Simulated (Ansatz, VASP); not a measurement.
## One calculation of PbS, two programs

```
Pb S
1.0
     2.09757    1.21103    3.42799
    -2.09757    1.21103    3.42799
     0.00000   -2.42206    3.42799
Pb S
1 1
Cartesian
  0.0000 0.0000 10.0576
  0.0000 0.0000 4.9117
```

Alike in both runs: task single point; functional PBE; dispersion D3(BJ); k mesh 12 × 12 × 12; occupations gaussian, width 0.02 eV; no spin polarisation.

```csv
,VASP,Ansatz
version,VASP 6.6.1,Ansatz 0.2.0
potentials or method,"VASP PAW PBE potentials, release 64 (Pb_d, S), cutoff 520 eV","scalar-relativistic, plane waves, PAW"
valence electrons in the cell,20,20
```

|  | VASP | Ansatz | Ansatz less VASP |
| --- | --- | --- | --- |
| gap on the k mesh at the Fermi level (eV) | 0.37 | 0.36 | -0.007 |
| least direct gap on the mesh (eV) | 0.37 | 0.36 | -0.007 |
| pressure (GPa) | -0.1 | 0.0 | +0.09 |

Spin-orbit coupling is off throughout.
